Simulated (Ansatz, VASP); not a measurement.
One calculation of SnS, two programs

```xyz
8
Lattice="11.0968 0.0000 0.0000 0.0000 4.0641 0.0000 0.0000 0.0000 4.2315" Properties=species:S:1:pos:R:3 pbc="T T T"
Sn    1.3158    1.0160    0.4662
Sn    4.2326    3.0481    2.5820
Sn    6.8642    1.0160    1.6496
Sn    9.7809    3.0481    3.7654
S     9.4694    1.0160    2.0089
S     7.1758    3.0481    4.1247
S     3.9210    1.0160    0.1068
S     1.6274    3.0481    2.2226
```

Change from the starting cell: strain +0.0200 x Voigt [0, 1, 0, 0, 0, 0], atoms carried along.

Alike in both runs: task single point; functional PBEsol; k mesh 4 × 8 × 6; occupations gaussian, width 0.05 eV; no spin polarisation.

|  | VASP | Ansatz |
| --- | --- | --- |
| version | VASP 6.6.1 | Ansatz 0.2.0 |
| potentials or method | VASP PAW PBE potentials, release 64 (Sn_d, S), cutoff 500 eV | scalar-relativistic, plane waves, PAW |
| valence electrons in the cell | 80 | 80 |

Ansatz gave:

```
gap on the k mesh at the Fermi level (eV)                     : 0.96
least direct gap on the mesh (eV)                             : 1.08
pressure (GPa)                                                : -1.2
traceless stress, the component that is largest in VASP (GPa) : -0.78
rms of the force components (eV/Å)                            : 0.044
```

Task: Estimate VASP's values.

Result: gap on the k mesh at the Fermi level (eV): 0.95; least direct gap on the mesh (eV): 1.07; pressure (GPa): -1.2; traceless stress, the component that is largest in VASP (GPa): -0.78; rms of the force components (eV/Å): 0.039.

VASP's potentials were made for PBE, not for PBEsol. Atom by atom the forces differ by 0.005 eV/Å (rms over components). With one functional, cell and mesh, what is left measures potentials, basis and numerics.
